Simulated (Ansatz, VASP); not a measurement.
## Two plane-wave programs on MgO

```
Mg O
1.0
     3.45090    0.00000    0.00000
    -1.72545    2.98857    0.00000
     0.00000    0.00000    4.23938
Mg O
2 2
Direct
  0.66667 0.33333 0.75000
  0.33333 0.66667 0.25000
  0.66667 0.33333 0.25000
  0.33333 0.66667 0.75000
```

Alike in both runs: task single point; functional PBE; k mesh 9 × 9 × 6; occupations gaussian, width 0.05 eV; no spin polarisation.

```csv
,VASP,Ansatz
version,VASP 6.6.1,Ansatz 0.2.0
potentials or method,"VASP PAW PBE potentials, release 64 (Mg, O), cutoff 520 eV","scalar-relativistic, plane waves, PAW"
valence electrons in the cell,16,32
```

Ansatz gave:

```
gap on the k mesh at the Fermi level (eV)                     : 3.46
least direct gap on the mesh (eV)                             : 3.46
pressure (GPa)                                                : 5.4
traceless stress, the component that is largest in VASP (GPa) : -2.30
```

Q: What did VASP give for the same quantities?

A: gap on the k mesh at the Fermi level (eV): 3.44; least direct gap on the mesh (eV): 3.44; pressure (GPa): 4.9; traceless stress, the component that is largest in VASP (GPa): -2.45.

VASP's potentials hold 16 valence electrons a cell and Ansatz's 32, so a difference there can come from the potentials and not from the codes.
